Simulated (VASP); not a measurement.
# NaI (Fm-3m) in VASP: notebook

Runs on NaI. Level: PBE. Tasks: single point, relaxation of cell and atoms.

Program: VASP 6.6.1. These are calculated values, not measurements. Logs are shortened: lines on timing, memory, paths and dates and some standing lists are left out, and cuts for length are marked.

**1. The cell of the first run**

The structure is cubic, space group Fm-3m (No. 225). The conventional cell has a = 6.526 Å, b = 6.526 Å, c = 6.526 Å, α = 90.00°, β = 90.00°, γ = 90.00°. Within 4.3 Å of Na (site symmetry m-3m) lie 6 I at 3.26 Å. I (site symmetry m-3m) has 6 Na at 3.26 Å within 4.3 Å.

**2. Single point, PBE**

Contents of INCAR:

```
ALGO     = Normal         # electronic algorithm
EDIFF    = 1E-7           # SCF threshold, eV
ENCUT    = 520            # plane-wave cutoff, eV
GGA      = PE             # functional
ISIF     = 2              # what is computed and relaxed
ISMEAR   = 0              # smearing method
LASPH    = T              # aspherical terms in the spheres
LCHARG   = F              # write CHGCAR
LREAL    = F              # projectors in reciprocal space
LWAVE    = F              # write WAVECAR
NBANDS   = 14             # bands
NELM     = 80             # most SCF steps
PREC     = Accurate       # precision mode
SIGMA    = 0.02           # smearing width, eV
```

Contents of KPOINTS:

```
k-points
0
Gamma
  6 6 6
```

Contents of POSCAR:

```
NaI
1.0
    0.0000000000      3.2630859218      3.2630859218
    3.2630859218      0.0000000000      3.2630859218
    3.2630859218      3.2630859218      0.0000000000
Na I
1 1
Direct
    0.0000000000      0.0000000000      0.0000000000
    0.5000000000      0.5000000000      0.5000000000
```

Potentials or basis: VASP PAW PBE potentials, release 64 (Na_pv, I).

Started as:

```console
$ cat potpaw_PBE.64/Na_pv/POTCAR potpaw_PBE.64/I/POTCAR > POTCAR
$ mpirun -np 1 vasp_std > vasp.out
```

OUTCAR:

```text
EDIFF = 1E-7
   ENCUT = 520
   GGA = PE
   ISIF = 2
   ISMEAR = 0
   LASPH = T
   LREAL = F
   NELM = 80
   PREC = Accurate

 ion  position               nearest neighbor table
   1  0.000  0.000  0.000-
   2  0.500  0.500  0.500-

  LATTYP: Found a face centered cubic cell.
 ALAT       =     6.5261718436

  Lattice vectors:

 A1 = (   0.0000000000,   3.2630859218,   3.2630859218)
 A2 = (   3.2630859218,   0.0000000000,   3.2630859218)
 A3 = (   3.2630859218,   3.2630859218,   0.0000000000)

Analysis of symmetry for initial positions (statically):
=====================================================================
 Subroutine PRICEL returns:
 Original cell was already a primitive cell.

 Routine SETGRP: Setting up the symmetry group for a
 face centered cubic supercell.

 Subroutine GETGRP returns: Found 48 space group operations
 (whereof 48 operations were pure point group operations)
 out of a pool of 48 trial point group operations.

The static configuration has the point symmetry O_h .

Analysis of symmetry for dynamics (positions and initial velocities):
=====================================================================
 Subroutine PRICEL returns:
 Original cell was already a primitive cell.

 Routine SETGRP: Setting up the symmetry group for a
 face centered cubic supercell.

 Subroutine GETGRP returns: Found 48 space group operations
 (whereof 48 operations were pure point group operations)
 out of a pool of 48 trial point group operations.

The dynamic configuration has the point symmetry O_h .

 Subroutine INISYM returns: Found 48 space group operations
 (whereof 48 operations are pure point group operations),
 and found     1 'primitive' translations

----------------------------------------------------------------------------------------

                                     Primitive cell

  volume of cell :      69.4889

  direct lattice vectors                    reciprocal lattice vectors
     0.000000000  3.263085922  3.263085922    -0.153229186  0.153229186  0.153229186
     3.263085922  0.000000000  3.263085922     0.153229186 -0.153229186  0.153229186
     3.263085922  3.263085922  0.000000000     0.153229186  0.153229186 -0.153229186

  length of vectors
     4.614700366  4.614700366  4.614700366     0.265400736  0.265400736  0.265400736

  position of ions in fractional coordinates (direct lattice)
     0.000000000  0.000000000  0.000000000
     0.500000000  0.500000000  0.500000000

  ion indices of the primitive-cell ions
   primitive index   ion index
                 1           1
                 2           2

----------------------------------------------------------------------------------------

 KPOINTS: k-points

Automatic generation of k-mesh.
 Grid dimensions read from file:
 generate k-points for:    6    6    6

 Generating k-lattice:

  Cartesian coordinates                     Fractional coordinates (reciprocal lattice)
    -0.025538198  0.025538198  0.025538198     0.166666667  0.000000000  0.000000000
     0.025538198 -0.025538198  0.025538198     0.000000000  0.166666667  0.000000000
     0.025538198  0.025538198 -0.025538198     0.000000000  0.000000000  0.166666667

  Length of vectors
     0.044233456  0.044233456  0.044233456

  Shift w.r.t. Gamma in fractional coordinates (k-lattice)
     0.000000000  0.000000000  0.000000000

 Subroutine IBZKPT returns following result:
 ===========================================

 Found     16 irreducible k-points:

 Following reciprocal coordinates:
            Coordinates               Weight
  0.000000  0.000000  0.000000      1.000000
  0.166667  0.000000  0.000000      8.000000
  0.333333  0.000000  0.000000      8.000000
  0.500000  0.000000  0.000000      4.000000
  0.166667  0.166667  0.000000      6.000000
  0.333333  0.166667  0.000000     24.000000
[... 8 lines left out ...]
 -0.333333  0.333333  0.166667     24.000000
 -0.333333  0.500000  0.166667     12.000000
   k-points           NKPTS =     16   k-points in BZ     NKDIM =     16   number of bands    NBANDS=     14
   number of dos      NEDOS =    301   number of ions     NIONS =      2
   total plane-waves  NPLWV =  46656
   dimension x,y,z NGX =    36 NGY =   36 NGZ =   36
   dimension x,y,z NGXF=    72 NGYF=   72 NGZF=   72
   ions per type =               1   1
   NGX,Y,Z   is equivalent  to a cutoff of  12.97, 12.97, 12.97 a.u.
   NGXF,Y,Z  is equivalent  to a cutoff of  25.94, 25.94, 25.94 a.u.
 SYSTEM =  unknown system
   PREC   = accura    normal or accurate (medium, high low for compatibility)
   ISTART =      0    job   : 0-new  1-cont  2-samecut
   ICHARG =      2    charge: 1-file 2-atom 10-const
   ISPIN  =      1    spin polarized calculation?
   LNONCOLLINEAR =      F non collinear calculations
   LSORBIT =      F    spin-orbit coupling
   LASPH  =      T    aspherical Exc in radial PAW
   ENCUT  =  520.0 eV  38.22 Ry    6.18 a.u.   8.58  8.58  8.58*2*pi/ulx,y,z
   NELM   =     80;   NELMIN=  2; NELMDL= -5     # of ELM steps
   EDIFF  = 0.1E-06   stopping-criterion for ELM
   LREAL  =      F    real-space projection
   EDIFFG = 0.1E-05   stopping-criterion for IOM
   NSW    =      0    number of steps for IOM
   IBRION =     -1    ionic relax: 0-MD 1-quasi-New 2-CG
   NFREE  =      0    steps in history (QN), initial steepest desc. (CG)
   ISIF   =      2    stress and relaxation
   ISYM   =      2    0-nonsym 1-usesym 2-fastsym
   POTIM  = 0.5000    time-step for ionic-motion
   TEBEG  =    0.0;   TEEND  =   0.0 temperature during run
   PSTRESS=    0.0 pullay stress
   NELECT =      14.0000    total number of electrons
   NUPDOWN=      -1.0000    fix difference up-down
   EMIN   =  10.00;   EMAX   =-10.00  energy-range for DOS
   EFERMI =   0.00;   METHOD = LEGACY
   ISMEAR =     0;   SIGMA  =   0.02  broadening in eV -4-tet -1-fermi 0-gaus
   EFERMI_NEDOS =   21; number of points for ismear=-14 and -15
   IALGO  =     38    algorithm
   IMIX   =      4    mixing-type and parameters
     AMIX     =   0.40;   BMIX     =  1.00
     AMIX_MAG =   1.60;   BMIX_MAG =  1.00
  volume/ion in A,a.u.               =      34.74       234.47
  Fermi-wavevector in a.u.,A,eV,Ry     =   0.959722  1.813613 12.531881  0.921067
  Thomas-Fermi vector in A             =   2.088944
   LORBIT       =      0    0 simple, 1 ext, 2 COOP (PROOUT), +10 PAW based schemes
   GGA     = PE    functional components
   LHFCALC =     F    Hartree Fock is set to
   AEXX    =    0.0000 exact exchange contribution
   IVDW    =     0    specifies the selected vdW correction
   LEPSILON=     F    determine dielectric tensor
   LRPA    =     F    only Hartree local field effects (RPA)
 non-spin polarized calculation
 Gauss-broadening in eV      SIGMA  =   0.02
  energy-cutoff  :      520.00
  volume of cell :       69.49
 maximum number of plane-waves:      1895
 NGX is ok and might be reduce to    36
   NGX = 17   NGY = 17   NGZ = 17

 number of electron      13.9999993 magnetization

 Free energy of the ion-electron system (eV)
  ---------------------------------------------------
  ext. energy  EPLUGINS =         0.00000000
  ---------------------------------------------------
  free energy    TOTEN  =        -5.38741963 eV

  energy without entropy =       -5.38741963  energy(sigma->0) =       -5.38741963

 E-fermi :   0.7559     XC(G=0):  -7.6058

 val. band max:        0.6384820674   @ k =   0.0000   0.0000   0.0000
 cond. band min:       4.2149695561   @ k =   0.0000   0.0000   0.0000
 fundamental gap:      3.5764874887
 Fermi energy:         0.7559133177

 k-point     1 :       0.0000    0.0000    0.0000
  band No.  band energies     occupation
      1     -21.8314      2.00000
      2     -21.8314      2.00000
      3     -21.8314      2.00000
      4     -10.3174      2.00000
      5       0.6385      2.00000
      6       0.6385      2.00000
      7       0.6385      2.00000
      8       4.2150      0.00000
      9       8.5666      0.00000
     10       8.5666      0.00000
     11       8.5666      0.00000
     12      10.3448      0.00000
     13      10.3448      0.00000
     14      11.0553      0.00000

 k-point     2 :       0.1667    0.0000    0.0000
  band No.  band energies     occupation
      1     -21.8325      2.00000
      2     -21.8314      2.00000
      3     -21.8314      2.00000
      4     -10.2486      2.00000
      5      -0.0653      2.00000
      6       0.5674      2.00000
      7       0.5675      2.00000
      8       5.0123      0.00000
      9       8.0750      0.00000
     10       8.7442      0.00000
     11       8.7442      0.00000
     12       9.8365      0.00000
     13       9.8365      0.00000
     14      11.3588      0.00000

 k-point     3 :       0.3333    0.0000    0.0000
  band No.  band energies     occupation
      1     -21.8348      2.00000
      2     -21.8316      2.00000
      3     -21.8316      2.00000
      4     -10.1034      2.00000
      5      -1.0540      2.00000
      6       0.4344      2.00000
      7       0.4344      2.00000
      8       5.7092      0.00000
      9       8.3154      0.00000
     10       8.3154      0.00000
     11       8.5147      0.00000
     12      10.7111      0.00000
     13      10.8654      0.00000
     14      10.8654      0.00000

 k-point     4 :       0.5000    0.0000    0.0000
  band No.  band energies     occupation
      1     -21.8360      2.00000
      2     -21.8317      2.00000
      3     -21.8317      2.00000
      4     -10.0264      2.00000
      5      -1.4557      2.00000
      6       0.3719      2.00000
      7       0.3719      2.00000
      8       5.7244      0.00000
      9       8.0606      0.00000
     10       8.0606      0.00000
     11       9.1873      0.00000
     12      10.8844      0.00000
     13      12.8033      0.00000
     14      12.8033      0.00000

 k-point     5 :       0.1667    0.1667    0.0000
  band No.  band energies     occupation
      1     -21.8324      2.00000
      2     -21.8317      2.00000
      3     -21.8317      2.00000
      4     -10.2270      2.00000
      5      -0.0596      2.00000
      6       0.4369      2.00000
      7       0.4369      2.00000
      8       5.2841      0.00000
      9       7.5914      0.00000
     10       8.6390      0.00000
     11       9.1529      0.00000
[... 140 lines left out ...]
 k-point    14 :       0.5000    0.3333    0.1667
  band No.  band energies     occupation
      1     -21.8345      2.00000
      2     -21.8329      2.00000
      3     -21.8321      2.00000
      4     -10.0157      2.00000
      5      -0.9739      2.00000
      6      -0.2328      2.00000
      7       0.1553      2.00000
      8       6.4917      0.00000
      9       7.3783      0.00000
     10       7.5865      0.00000
     11       9.5627      0.00000
     12      10.6816      0.00000
     13      12.6954      0.00000
     14      13.4060      0.00000

 k-point    15 :      -0.3333    0.3333    0.1667
  band No.  band energies     occupation
      1     -21.8347      2.00000
      2     -21.8333      2.00000
      3     -21.8324      2.00000
      4      -9.9672      2.00000
      5      -1.0067      2.00000
      6      -0.4793      2.00000
      7       0.0234      2.00000
      8       6.6075      0.00000
      9       7.2492      0.00000
     10       8.4526      0.00000
     11       9.0788      0.00000
     12      10.9919      0.00000
     13      12.2632      0.00000
     14      13.4425      0.00000

 k-point    16 :      -0.3333    0.5000    0.1667
  band No.  band energies     occupation
      1     -21.8344      2.00000
      2     -21.8333      2.00000
      3     -21.8329      2.00000
      4      -9.9488      2.00000
      5      -0.9585      2.00000
      6      -0.4159      2.00000
      7      -0.2092      2.00000
      8       5.9501      0.00000
      9       7.1448      0.00000
     10       9.1235      0.00000
     11       9.1831      0.00000
     12      12.1027      0.00000
     13      12.9662      0.00000
     14      13.1242      0.00000

------------------------ aborting loop because EDIFF is reached ----------------------------------------

  FORCE on cell =-STRESS in cart. coord.  units (eV):
  Direction    XX          YY          ZZ          XY          YZ          ZX
  --------------------------------------------------------------------------------------
  -------------------------------------------------------------------------------------
  Total        0.0136191      0.0136191      0.0136191      0.0000000      0.0000000      0.0000000
  in kB        0.3140097      0.3140097      0.3140097      0.0000000      0.0000000      0.0000000
  external PRESSURE =       0.3140097 kB  Pullay stress =       0.0000000 kB

 VOLUME and BASIS-vectors are now :
 -----------------------------------------------------------------------------
  energy-cutoff  :      520.00
  volume of cell :       69.49
      direct lattice vectors                 reciprocal lattice vectors
     0.000000000  3.263085922  3.263085922    -0.153229186  0.153229186  0.153229186
     3.263085922  0.000000000  3.263085922     0.153229186 -0.153229186  0.153229186
     3.263085922  3.263085922  0.000000000     0.153229186  0.153229186 -0.153229186

 POSITION                                       TOTAL-FORCE (eV/Angst)
 -----------------------------------------------------------------------------------
      0.00000      0.00000      0.00000         0.000000     -0.000000      0.000000
      3.26309      3.26309      3.26309         0.000000      0.000000     -0.000000
 -----------------------------------------------------------------------------------
    total drift:                                0.000000      0.000000      0.000000

  FREE ENERGIE OF THE ION-ELECTRON SYSTEM (eV)
  ---------------------------------------------------
  free  energy   TOTEN  =        -5.3874196267 eV

  energy  without entropy=       -5.3874196267  energy(sigma->0) =       -5.38741963
```

Run time: 11 s. Hardware: 1 thread of Intel Xeon Platinum 8559C (Emerald Rapids), shared host; peak memory 0.2 GiB.

Results:

| Item | Value |
| --- | --- |
| Free energy | -5.3874 eV |
| Pressure | 0.0 GPa |
| Band gap on the k mesh | 3.58 eV |

Caveat: spin-orbit coupling is left out, which moves the levels of the heavy elements.

**3. Relaxation of cell and atoms, PBE**

This run uses another cell than the first one, of 33.34 Å³/atom.

Contents of INCAR:

```
SYSTEM = NaI
PREC = Accurate ; ENCUT = 600
EDIFF = 1E-7 ; ISMEAR = 0
SIGMA = 0.02 ; LREAL = .FALSE.
LASPH = .TRUE. ; NELM = 60
ALGO = Normal ; ISIF = 3
LWAVE = .FALSE. ; LCHARG = .FALSE.
GGA = PE ; IBRION = 2
NSW = 100 ; EDIFFG = -0.01
```

Contents of KPOINTS:

```
Automatic mesh
0
G
  6 6 6
  0 0 0
```

Contents of POSCAR:

```
NaI
1.0
    0.0000000000      3.2186566863      3.2186566863
    3.2186566863      0.0000000000      3.2186566863
    3.2186566863      3.2186566863      0.0000000000
Na I
1 1
Direct
    0.0000000000      0.0000000000      0.0000000000
    0.5000000000      0.5000000000      0.5000000000
```

Potentials or basis: VASP PAW PBE potentials, release 64 (Na_pv, I).

Started as:

```console
$ cat potpaw_PBE.64/Na_pv/POTCAR potpaw_PBE.64/I/POTCAR > POTCAR
$ mpirun -np 1 vasp_std > vasp.out
```

Run time: 29 s. Hardware: 1 thread of Intel Xeon Platinum 8559C (Emerald Rapids), shared host; peak memory 0.22 GiB.

The run converged. Its results:

```yaml
Free_energy: -5.3873 eV
Relaxed_volume: 34.92 Å³/atom
Relaxed_cell: a = 4.623 Å, b = 4.623 Å, c = 4.623 Å, α = 60.00°, β = 60.00°, γ = 60.00°
Space_group_after_relaxing_to_0.1_Å: Fm-3m (No. 225)
Energy_gained_by_relaxing: 3.2 meV/atom
Ionic_steps: 3
Pressure_after_relaxing: 0.0 GPa
Band_gap_on_the_k_mesh: 3.56 eV
```

Step by step:
| step | energy change (eV) | largest force (eV/Å) | pressure (GPa) | volume (Å³) |
| --- | --- | --- | --- | --- |
| 1 | 0.0000 | 0.0000 | 0.73 | 66.69 |
| 2 | -0.0049 | 0.0000 | 0.35 | 68.16 |
| 3 | -0.0064 | 0.0000 | -0.04 | 69.85 |

Final structure:
```
Na I
1.0
     0.00000    3.26866    3.26866
     3.26866    0.00000    3.26866
     3.26866    3.26866    0.00000
Na I
1 1
Direct
  0.00000 0.00000 0.00000
  0.50000 0.50000 0.50000
```

Levels at points of the mesh, in eV from the valence-band top:
| k point | band 4 | band 5 | band 6 | band 7 | band 8 | band 9 | band 10 | band 11 |
| --- | --- | --- | --- | --- | --- | --- | --- | --- |
| (0.00, 0.00, 0.00) | -10.94 | 0.00 | 0.00 | 0.00 | 3.56 | 7.93 | 7.93 | 7.93 |
| (0.50, 0.00, 0.00) | -10.66 | -2.08 | -0.26 | -0.26 | 5.08 | 7.42 | 7.42 | 8.51 |
| (0.50, 0.50, 0.00) | -10.59 | -1.81 | -0.70 | -0.70 | 4.47 | 5.61 | 9.68 | 11.12 |

Caveat: spin-orbit coupling is left out, which moves the levels of the heavy elements.
